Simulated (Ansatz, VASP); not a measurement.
**Two plane-wave programs on Lu**

INCAR

```
SYSTEM = Lu
ALGO = Normal
EDIFF = 1E-6
EDIFFG = -0.01
ENCUT = 600
GGA = PS
IBRION = 2
ISIF = 3
ISMEAR = -1
LASPH = .True.
LCHARG = .False.
LREAL = .False.
LWAVE = .False.
NELM = 60
NSW = 80
PREC = Accurate
SIGMA = 0.1
```

KPOINTS

```
k-points
0
Gamma
  8 8 8
  0 0 0
```

POSCAR

```
Lu
1.0
    0.0000000000      3.4148174924      3.4148174924
    3.4148174924      0.0000000000      3.4148174924
    3.4148174924      3.4148174924      0.0000000000
Lu
2
Direct
    0.1250000000      0.1250000000      0.1250000000
    0.8750000000      0.8750000000      0.8750000000
```

Input for Ansatz:

```yaml
crystal:
  lattice:
    - [0.0, 3.4148174924, 3.4148174924]
    - [3.4148174924, 0.0, 3.4148174924]
    - [3.4148174924, 3.4148174924, 0.0]
  atoms:
    - { symbol: Lu, position: [0.125, 0.125, 0.125] }
    - { symbol: Lu, position: [0.875, 0.875, 0.875] }
hamiltonian:
  xc: pbesol
  pseudopotentials:
    kind: paw
    azcp:
      Lu: "pseudopotentials/Lu.paw.azcp"
basis:
  ecutwfc: 420
  fft_grid_basis: typed
kpoints:
  mp_grid: { grid: [8, 8, 8], shift: [0, 0, 0] }
magnetization:
  spin_polarized: false
scf:
  occupations: { method: fermi_dirac, width: 0.1 }
relax:
  max_steps: 60
  f_tol: 0.01
  cell: {}
output:
  write_density: true
  write_potential: true
  elf: true
  volumetric_format: npy
```

Alike in both runs: task relaxation of cell and atoms; functional PBEsol; k mesh 8 × 8 × 8; occupations fermi-dirac, width 0.1 eV; no spin polarisation.

|  | VASP | Ansatz |
| --- | --- | --- |
| version | VASP 6.6.1 | Ansatz 0.2.0 |
| potentials or method | VASP PAW PBE potentials, release 64 (Lu), cutoff 600 eV | plane waves (420 eV) with PAW, scalar-relativistic |
| valence electrons in the cell | 50 | 50 |

```csv
,VASP,Ansatz,Ansatz less VASP
relaxed volume (Å³/atom),46.37,46.19,-0.185
relaxed length of the cell vector where the two differ most in proportion (Å),5.081,5.074,-0.0068
```

VASP's potentials were made for PBE, not for PBEsol, and Ansatz warns of the same on its side.

Spin-orbit coupling is off throughout. Noted on VASP's run: the volume moved by over 15 % at a fixed basis, so the end points are rough.
